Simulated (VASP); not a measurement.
# Sn4HO8 in VASP: further runs

The runs below take Sn4HO8 through single point, with PBE.

All numbers are computed with VASP 6.6.1; they aren't measurements. Logs are shortened: lines on timing, memory, paths and dates and some standing lists are left out, and cuts for length are marked.

## Step 1: The cell of the first run

The cell holds a slab with vacuum, 26 atoms: a = 6.701 Å, b = 6.373 Å, c = 18.404 Å, α = 90.00°, β = 90.00°, γ = 90.00°.

## Step 2: Single point, PBE

Input file INCAR:

```
SYSTEM = Sn4HO8
ALGO     = Normal         ! electronic algorithm
EDIFF    = 1E-6           ! SCF threshold, eV
ENCUT    = 520            ! plane-wave cutoff, eV
GGA      = PE             ! functional
ISIF     = 2              ! what is computed and relaxed
ISMEAR   = 0              ! smearing method
LASPH    = .True.         ! aspherical terms in the spheres
LCHARG   = .True.         ! write CHGCAR
LELF     = .True.         ! ELF
LREAL    = Auto         
LVHAR    = .True.       
LWAVE    = .False.        ! write WAVECAR
NBANDS   = 124            ! bands
NELM     = 100            ! most SCF steps
PREC     = Accurate       ! precision mode
SIGMA    = 0.05           ! smearing width, eV
```

Input file KPOINTS:

```
k-points
0
Gamma
  2 2 1
  0 0 0
```

Input file POSCAR:

```
Sn4HO8
1.0
    6.7005440000      0.0000000000      0.0000000000
    0.0000000000      6.3730000000      0.0000000000
    0.0000000000      0.0000000000     18.4039890000
Sn O H
8 16 2
Direct
    0.0000000000      0.0000000000      0.0543360464
    0.5000000000      0.2500000000      0.0543360464
    0.5035150877      0.0000793975      0.2545121604
    0.0012679568      0.2415808881      0.2409013068
    0.0000000000      0.5000000000      0.0543360464
    0.5000000000      0.7500000000      0.0543360464
    0.5101757410      0.5001859407      0.2467330316
    0.0015927065      0.7586508709      0.2409268447
    0.0096633945      0.0000751608      0.1625647027
    0.1934999606      0.2500000000      0.0543360464
    0.5000000000      0.0000000000      0.1247857190
    0.8065000394      0.2500000000      0.0543360464
    0.5079962164     -0.0001223913      0.3614610941
    0.6976617122      0.2469469638      0.2300117110
    0.9990060509      0.0001443590      0.3099900788
    0.3077632204      0.2569052252      0.2400758336
    0.0032319764      0.5000670014      0.1688293228
    0.1934999606      0.7500000000      0.0543360464
    0.5000000000      0.5000000000      0.1247857190
    0.8065000394      0.7500000000      0.0543360464
    0.6003297643      0.5004752864      0.3525074917
    0.6980024308      0.7531639730      0.2301762949
    0.9843336601      0.5004606936      0.3239265683
    0.3079552944      0.7434224070      0.2399264638
    0.7688796611      0.5009651655      0.3510181950
    1.0952937553      0.5001807626      0.3588237311
```

Potentials or basis: VASP PAW PBE potentials, release 64 (Sn_d, O, H).

Run with:

```console
$ cat potpaw_PBE.64/Sn_d/POTCAR potpaw_PBE.64/O/POTCAR potpaw_PBE.64/H/POTCAR > POTCAR
$ mpirun -np 1 vasp_std > vasp.out
```

OUTCAR:

```text
SYSTEM = Sn4HO8
   EDIFF = 1E-6
   ENCUT = 520
   GGA = PE
   ISIF = 2
   ISMEAR = 0
   LASPH = .True.
   LREAL = Auto
   NELM = 100
   PREC = Accurate

 ion  position               nearest neighbor table
   1  0.000  0.000  0.054-   9 1.99  10 2.05  12 2.05  18 2.05  20 2.05   5 3.19   5 3.19   2 3.71
                             6 3.71   2 3.71   6 3.71
   2  0.500  0.250  0.054-  10 2.05  12 2.05  11 2.05  19 2.05   6 3.19   6 3.19   1 3.71   5 3.71
                             1 3.71   5 3.71
   3  0.504  0.000  0.255-  13 1.97  14 2.09  22 2.09  24 2.11  16 2.11  11 2.39   7 3.19   7 3.19
                             4 3.68   8 3.68   8 3.71   4 3.71
   4  0.001  0.242  0.241-  15 2.00  14 2.04  16 2.06   9 2.11  17 2.12  23 2.25   8 3.08   8 3.30
                             3 3.68   7 3.68   3 3.71
   5  0.000  0.500  0.054-  10 2.05  12 2.05  18 2.05  20 2.05  17 2.11   1 3.19   1 3.19   2 3.71
                             6 3.71   2 3.71   6 3.71
   6  0.500  0.750  0.054-  18 2.05  20 2.05  19 2.05  11 2.05   2 3.19   2 3.19   5 3.71   1 3.71
                             1 3.71   5 3.71
   7  0.510  0.500  0.247-  21 2.04  24 2.06  16 2.06  22 2.07  14 2.07  19 2.25   3 3.19   3 3.19
                             4 3.68   8 3.68
   8  0.002  0.759  0.241-  15 2.00  22 2.04  24 2.06   9 2.11  17 2.12  23 2.25   4 3.08   4 3.30
                             7 3.68   3 3.68   3 3.71
   9  0.010  0.000  0.163-   1 1.99   8 2.11   4 2.11
  10  0.193  0.250  0.054-   2 2.05   1 2.05   5 2.05
  11  0.500  0.000  0.125-   2 2.05   6 2.05   3 2.39
  12  0.807  0.250  0.054-   2 2.05   1 2.05   5 2.05
  13  0.508  1.000  0.361-   3 1.97
  14  0.698  0.247  0.230-   4 2.04   7 2.07   3 2.09
  15  0.999  0.000  0.310-   8 2.00   4 2.00
  16  0.308  0.257  0.240-   4 2.06   7 2.06   3 2.11
  17  0.003  0.500  0.169-   5 2.11   4 2.12   8 2.12
  18  0.193  0.750  0.054-   6 2.05   5 2.05   1 2.05
  19  0.500  0.500  0.125-   2 2.05   6 2.05   7 2.25
  20  0.807  0.750  0.054-   6 2.05   5 2.05   1 2.05
  21  0.600  0.500  0.353-  25 1.13   7 2.04
  22  0.698  0.753  0.230-   8 2.04   7 2.07   3 2.09
  23  0.984  0.500  0.324-  26 0.98   8 2.25   4 2.25
  24  0.308  0.743  0.240-   8 2.06   7 2.06   3 2.11
  25  0.769  0.501  0.351-  21 1.13
  26  0.095  0.500  0.359-  23 0.98

  LATTYP: Found a simple orthorhombic cell.
 ALAT       =     6.3730000000
 B/A-ratio  =     1.0513955751
 C/A-ratio  =     2.8878062137

  Lattice vectors:

 A1 = (   0.0000000000,  -6.3730000000,   0.0000000000)
 A2 = (   6.7005440000,   0.0000000000,   0.0000000000)
 A3 = (   0.0000000000,   0.0000000000,  18.4039890000)

Analysis of symmetry for initial positions (statically):
=====================================================================
 Subroutine PRICEL returns:
 Original cell was already a primitive cell.

 Routine SETGRP: Setting up the symmetry group for a
 simple orthorhombic supercell.

 Subroutine GETGRP returns: Found  1 space group operations
 (whereof  1 operations were pure point group operations)
 out of a pool of  8 trial point group operations.

The static configuration has the point symmetry C_1 .

Analysis of symmetry for dynamics (positions and initial velocities):
=====================================================================
 Subroutine PRICEL returns:
 Original cell was already a primitive cell.

 Routine SETGRP: Setting up the symmetry group for a
 simple orthorhombic supercell.

 Subroutine GETGRP returns: Found  1 space group operations
 (whereof  1 operations were pure point group operations)
 out of a pool of  8 trial point group operations.

The dynamic configuration has the point symmetry C_1 .

 Subroutine INISYM returns: Found  1 space group operations
 (whereof  1 operations are pure point group operations),
 and found     1 'primitive' translations

----------------------------------------------------------------------------------------

                                     Primitive cell

  volume of cell :     785.8976

  direct lattice vectors                    reciprocal lattice vectors
     6.700544000  0.000000000  0.000000000     0.149241614  0.000000000  0.000000000
     0.000000000  6.373000000  0.000000000     0.000000000  0.156911972  0.000000000
     0.000000000  0.000000000 18.403989000     0.000000000  0.000000000  0.054336046

  length of vectors
     6.700544000  6.373000000 18.403989000     0.149241614  0.156911972  0.054336046

  position of ions in fractional coordinates (direct lattice)
     0.000000000  0.000000000  0.054336046
     0.500000000  0.250000000  0.054336046
     0.503515088  0.000079398  0.254512160
     0.001267957  0.241580888  0.240901307
     0.000000000  0.500000000  0.054336046
     0.500000000  0.750000000  0.054336046
[... 18 lines left out ...]
     0.768879661  0.500965165  0.351018195
     0.095293755  0.500180763  0.358823731

  ion indices of the primitive-cell ions
   primitive index   ion index
                 1           1
                 2           2
                 3           3
                 4           4
                 5           5
                 6           6
[... 18 lines left out ...]
                25          25
                26          26

----------------------------------------------------------------------------------------

 KPOINTS: k-points

Automatic generation of k-mesh.
 Grid dimensions read from file:
 generate k-points for:    2    2    1

 Generating k-lattice:

  Cartesian coordinates                     Fractional coordinates (reciprocal lattice)
     0.074620807  0.000000000  0.000000000     0.500000000  0.000000000  0.000000000
     0.000000000  0.078455986  0.000000000     0.000000000  0.500000000  0.000000000
     0.000000000  0.000000000  0.054336046     0.000000000  0.000000000  1.000000000

  Length of vectors
     0.074620807  0.078455986  0.054336046

  Shift w.r.t. Gamma in fractional coordinates (k-lattice)
     0.000000000  0.000000000  0.000000000

 Subroutine IBZKPT returns following result:
 ===========================================

 Found      4 irreducible k-points:

 Following reciprocal coordinates:
            Coordinates               Weight
  0.000000  0.000000  0.000000      1.000000
  0.500000  0.000000  0.000000      1.000000
  0.000000  0.500000  0.000000      1.000000
  0.500000  0.500000  0.000000      1.000000
   k-points           NKPTS =      4   k-points in BZ     NKDIM =      4   number of bands    NBANDS=    124
   number of dos      NEDOS =    301   number of ions     NIONS =     26
   total plane-waves  NPLWV = 336000
   dimension x,y,z NGX =    50 NGY =   48 NGZ =  140
   dimension x,y,z NGXF=   100 NGYF=   96 NGZF=  280
   ions per type =               8  16   2
   NGX,Y,Z   is equivalent  to a cutoff of  12.41, 12.52, 12.65 a.u.
   NGXF,Y,Z  is equivalent  to a cutoff of  24.81, 25.04, 25.29 a.u.
 SYSTEM =  Sn4HO8
   PREC   = accura    normal or accurate (medium, high low for compatibility)
   ISTART =      0    job   : 0-new  1-cont  2-samecut
   ICHARG =      2    charge: 1-file 2-atom 10-const
   ISPIN  =      1    spin polarized calculation?
   LNONCOLLINEAR =      F non collinear calculations
   LSORBIT =      F    spin-orbit coupling
   LASPH  =      T    aspherical Exc in radial PAW
   ENCUT  =  520.0 eV  38.22 Ry    6.18 a.u.  12.46 11.85 34.22*2*pi/ulx,y,z
   NELM   =    100;   NELMIN=  2; NELMDL= -5     # of ELM steps
   EDIFF  = 0.1E-05   stopping-criterion for ELM
   LREAL  =      T    real-space projection
   EDIFFG = 0.1E-04   stopping-criterion for IOM
   NSW    =      0    number of steps for IOM
   IBRION =     -1    ionic relax: 0-MD 1-quasi-New 2-CG
   NFREE  =      0    steps in history (QN), initial steepest desc. (CG)
   ISIF   =      2    stress and relaxation
   ISYM   =      2    0-nonsym 1-usesym 2-fastsym
   POTIM  = 0.5000    time-step for ionic-motion
   TEBEG  =    0.0;   TEEND  =   0.0 temperature during run
   PSTRESS=    0.0 pullay stress
   NELECT =     210.0000    total number of electrons
   NUPDOWN=      -1.0000    fix difference up-down
   EMIN   =  10.00;   EMAX   =-10.00  energy-range for DOS
   EFERMI =   0.00;   METHOD = LEGACY
   ISMEAR =     0;   SIGMA  =   0.05  broadening in eV -4-tet -1-fermi 0-gaus
   EFERMI_NEDOS =   21; number of points for ismear=-14 and -15
   IALGO  =     38    algorithm
   IMIX   =      4    mixing-type and parameters
     AMIX     =   0.40;   BMIX     =  1.00
     AMIX_MAG =   1.60;   BMIX_MAG =  1.00
  volume/ion in A,a.u.               =      30.23       203.98
  Fermi-wavevector in a.u.,A,eV,Ry     =   1.054450  1.992621 15.127836  1.111865
  Thomas-Fermi vector in A             =   2.189611
   LORBIT       =      0    0 simple, 1 ext, 2 COOP (PROOUT), +10 PAW based schemes
   GGA     = PE    functional components
   LHFCALC =     F    Hartree Fock is set to
   AEXX    =    0.0000 exact exchange contribution
   IVDW    =     0    specifies the selected vdW correction
   LEPSILON=     F    determine dielectric tensor
   LRPA    =     F    only Hartree local field effects (RPA)
 non-spin polarized calculation
 Gauss-broadening in eV      SIGMA  =   0.05
  energy-cutoff  :      520.00
  volume of cell :      785.90
 maximum number of plane-waves:     21232
 NGX is ok and might be reduce to    50
   NGX = 25   NGY = 23   NGZ = 69

 number of electron     210.0000029 magnetization

 Free energy of the ion-electron system (eV)
  ---------------------------------------------------
  ext. energy  EPLUGINS =         0.00000000
  ---------------------------------------------------
  free energy    TOTEN  =      -146.16207523 eV

  energy without entropy =     -146.12331828  energy(sigma->0) =     -146.14269675

 E-fermi :  -0.9199     XC(G=0):  -5.0925

 val. band max:       -0.9279135186   @ k =   0.5000   0.5000   0.0000
 cond. band min:      -0.8930959737   @ k =   0.0000   0.0000   0.0000
 fundamental gap:      0.0348175449
 Fermi energy:        -0.9199131274

 k-point     1 :       0.0000    0.0000    0.0000
  band No.  band energies     occupation
      1     -23.9346      2.00000
      2     -23.8751      2.00000
      3     -23.2436      2.00000
      4     -23.0759      2.00000
      5     -23.0723      2.00000
      6     -23.0719      2.00000
[... 109 lines left out ...]
    116       4.0040      0.00000
    117       4.5426      0.00000

 k-point     2 :       0.5000    0.0000    0.0000
  band No.  band energies     occupation
      1     -24.0349      2.00000
      2     -23.7883      2.00000
      3     -23.2442      2.00000
      4     -23.0758      2.00000
      5     -23.0721      2.00000
      6     -23.0693      2.00000
[... 109 lines left out ...]
    116       4.0738      0.00000
    117       4.3830      0.00000

 k-point     3 :       0.0000    0.5000    0.0000
  band No.  band energies     occupation
      1     -23.6395      2.00000
      2     -23.6090      2.00000
      3     -23.5159      2.00000
      4     -23.5018      2.00000
      5     -23.0750      2.00000
      6     -23.0573      2.00000
[... 109 lines left out ...]
    116       4.2538      0.00000
    117       4.4331      0.00000

 k-point     4 :       0.5000    0.5000    0.0000
  band No.  band energies     occupation
      1     -23.7339      2.00000
      2     -23.6166      2.00000
      3     -23.5397      2.00000
      4     -23.4378      2.00000
      5     -23.0750      2.00000
      6     -23.0565      2.00000
[... 109 lines left out ...]
    116       4.2409      0.00000
    117       4.4893      0.00000
 [bands above 117 left out]

------------------------ aborting loop because EDIFF is reached ----------------------------------------

  FORCE on cell =-STRESS in cart. coord.  units (eV):
  Direction    XX          YY          ZZ          XY          YZ          ZX
  --------------------------------------------------------------------------------------
  -------------------------------------------------------------------------------------
  Total       26.1031945     14.9554660     -3.1049360      0.0016480     -0.0362888     -1.7362428
  in kB       53.2155181     30.4890987     -6.3299064      0.0033598     -0.0739805     -3.5396073
  external PRESSURE =      25.7915701 kB  Pullay stress =       0.0000000 kB

 VOLUME and BASIS-vectors are now :
 -----------------------------------------------------------------------------
  energy-cutoff  :      520.00
  volume of cell :      785.90
      direct lattice vectors                 reciprocal lattice vectors
     6.700544000  0.000000000  0.000000000     0.149241614  0.000000000  0.000000000
     0.000000000  6.373000000  0.000000000     0.000000000  0.156911972  0.000000000
     0.000000000  0.000000000 18.403989000     0.000000000  0.000000000  0.054336046

 POSITION                                       TOTAL-FORCE (eV/Angst)
 -----------------------------------------------------------------------------------
      0.00000      0.00000      1.00000         0.023003      0.000111      1.997568
      3.35027      1.59325      1.00000         0.005035      0.018060      0.785568
      3.37382      0.00051      4.68404         0.099270      0.003515     -0.139963
      0.00850      1.53959      4.43355         0.019408      0.060873      0.125014
      0.00000      3.18650      1.00000         0.025902      0.000203      2.798837
      3.35027      4.77975      1.00000         0.004483     -0.018258      0.784711
[... 18 lines left out ...]
      5.15191      3.19265      6.46013        -2.962984     -0.012475      0.033211
      0.63852      3.18765      6.60379        -0.175092      0.001691     -0.064795
 -----------------------------------------------------------------------------------
    total drift:                               -0.018595      0.000689     -0.031026

  FREE ENERGIE OF THE ION-ELECTRON SYSTEM (eV)
  ---------------------------------------------------
  free  energy   TOTEN  =      -146.1620752254 eV

  energy  without entropy=     -146.1233182772  energy(sigma->0) =     -146.14269675
```

Wall time 25 min (1 thread of Intel Xeon 6975P-C (Granite Rapids), shared host); peak memory 0.8 GiB.

Results:

* Free energy: -146.1621 eV
* Largest force: 2.963 eV/Å
* Band gap on the k mesh: zero (band 105 reaches -0.89 eV, above the bottom of band 106 at -0.93 eV)

Forces in eV/Å, atoms in the order of the input:
```
Sn   0.023  0.000  1.998
Sn   0.005  0.018  0.786
Sn   0.099  0.004 -0.140
Sn   0.019  0.061  0.125
Sn   0.026  0.000  2.799
Sn   0.004 -0.018  0.785
Sn   0.237 -0.014 -0.137
Sn   0.005 -0.059  0.119
O    0.088  0.001  0.007
O   -0.792  0.179 -1.377
O   -0.122  0.000 -0.337
O    0.821  0.125 -1.330
O    0.085 -0.001  0.117
O    0.022 -0.024 -0.150
O    0.039  0.005  0.146
O    0.135  0.098  0.164
O    0.017  0.002 -0.040
O   -0.793 -0.178 -1.376
O   -0.055  0.003 -0.239
O    0.820 -0.124 -1.329
O    1.859  0.005  0.139
O    0.007  0.034 -0.166
O    0.457 -0.008 -0.693
O    0.131 -0.096  0.163
H   -2.963 -0.012  0.033
H   -0.175  0.002 -0.065
```

Caveat: the k points lie up to 0.49 Å⁻¹ apart; spin-orbit coupling is left out, which moves the levels of the heavy elements.

## Step 3: Single point, PBE

Input file INCAR:

```
  ALGO = Normal
  EDIFF = 1E-6
  ENCUT = 520
  GGA = PE
  ISIF = 2
  ISMEAR = 0
  LASPH = T
  LCHARG = F
  LREAL = Auto
  LWAVE = F
  NBANDS = 124
  NELM = 80
  PREC = Accurate
  SIGMA = 0.05
```

Input file KPOINTS:

```
k-points
0
Gamma
  2 2 1
```

Input file POSCAR:

```
Sn4HO8
1.0
    6.7005440000      0.0000000000      0.0000000000
    0.0000000000      6.3730000000      0.0000000000
    0.0000000000      0.0000000000     18.4039890000
Sn O H
8 16 2
Direct
    0.0000000000      0.0000000000      0.0543360464
    0.5000000000      0.2500000000      0.0543360464
    0.5006521859     -0.0000558607      0.2551698439
   -0.0002105799      0.2362352110      0.2383200729
    0.0000000000      0.5000000000      0.0543360464
    0.5000000000      0.7500000000      0.0543360464
    0.5032895837      0.5005124745      0.2473528972
   -0.0002665455      0.7641291386      0.2381322875
    0.0034589729      0.0004431194      0.1616653868
    0.1934999606      0.2500000000      0.0543360464
    0.5000000000      0.0000000000      0.1247857190
    0.8065000394      0.2500000000      0.0543360464
    0.5042266717     -0.0041624039      0.3615509116
    0.6972593569      0.2496899419      0.2330238298
    0.9995330230      0.0000149066      0.3095618564
    0.3030747951      0.2538954966      0.2370477944
    0.0006712888      0.4998702338      0.1705568287
    0.1934999606      0.7500000000      0.0543360464
    0.5000000000      0.5000000000      0.1247857190
    0.8065000394      0.7500000000      0.0543360464
    0.5330426903      0.5030563314      0.3544949413
    0.6974465058      0.7508424604      0.2322654616
    0.9869694162      0.5012366233      0.3319213568
    0.3028345161      0.7465892045      0.2363876114
    0.8552105620      0.5016395732      0.3586461609
    1.1023079619      0.5018445002      0.3652465778
```

Potentials or basis: VASP PAW PBE potentials, release 64 (Sn_d, O, H).

Run with:

```console
$ cat potpaw_PBE.64/Sn_d/POTCAR potpaw_PBE.64/O/POTCAR potpaw_PBE.64/H/POTCAR > POTCAR
$ mpirun -np 1 vasp_std > vasp.out
```

Wall time 30 min (1 thread of Intel Xeon Platinum 8259CL at 2.50GHz (Skylake/Cascade Lake), shared host); peak memory 0.8 GiB.

It converged, with:

- Free energy: -144.8313 eV
- Largest force: 2.459 eV/Å
- Band gap on the k mesh: zero (band 105 reaches -0.48 eV, above the bottom of band 106 at -0.79 eV)

Forces on the atoms (eV/Å):
```
Sn   0.001  0.002  1.187
Sn   0.002 -0.002  0.685
Sn   0.012  0.001 -0.103
Sn   0.002  0.050 -0.016
Sn   0.006 -0.002  2.459
Sn   0.003  0.001  0.686
Sn   0.026  0.000 -0.095
Sn   0.001 -0.046 -0.021
O    0.038  0.002  0.006
O   -0.846  0.183 -1.232
O   -0.059  0.016 -0.150
O    0.855  0.161 -1.218
O    0.048 -0.015  0.126
O    0.000 -0.009 -0.057
O    0.000  0.000  0.126
O    0.018  0.025  0.044
O    0.008  0.001  0.021
O   -0.854 -0.181 -1.226
O   -0.031 -0.011 -0.066
O    0.863 -0.160 -1.213
O    0.282  0.005  0.108
O   -0.002  0.010 -0.065
O   -0.097 -0.012 -0.024
O    0.013 -0.026  0.036
H   -0.213  0.005 -0.076
H   -0.075  0.002  0.078
```

Levels at points of the mesh, in eV from the Fermi level:
| k point | band 101 | band 102 | band 103 | band 104 | band 105 | band 106 | band 107 | band 108 | band 109 | band 110 |
| --- | --- | --- | --- | --- | --- | --- | --- | --- | --- | --- |
| (0.00, 0.00, 0.00) | -0.83 | -0.74 | -0.29 | -0.01 | 0.27 | 0.30 | 0.48 | 1.05 | 1.56 | 2.21 |
| (0.50, 0.00, 0.00) | -0.74 | -0.59 | -0.41 | -0.10 | -0.05 | 0.28 | 1.10 | 1.30 | 2.33 | 2.65 |
| (0.00, 0.50, 0.00) | -0.66 | -0.62 | -0.36 | -0.27 | -0.22 | -0.03 | 0.94 | 0.98 | 2.69 | 2.73 |
| (0.50, 0.50, 0.00) | -0.40 | -0.29 | -0.23 | -0.11 | -0.05 | -0.01 | 0.61 | 0.67 | 3.38 | 3.77 |

Caveat: the k points lie up to 0.49 Å⁻¹ apart; spin-orbit coupling is left out, which moves the levels of the heavy elements.
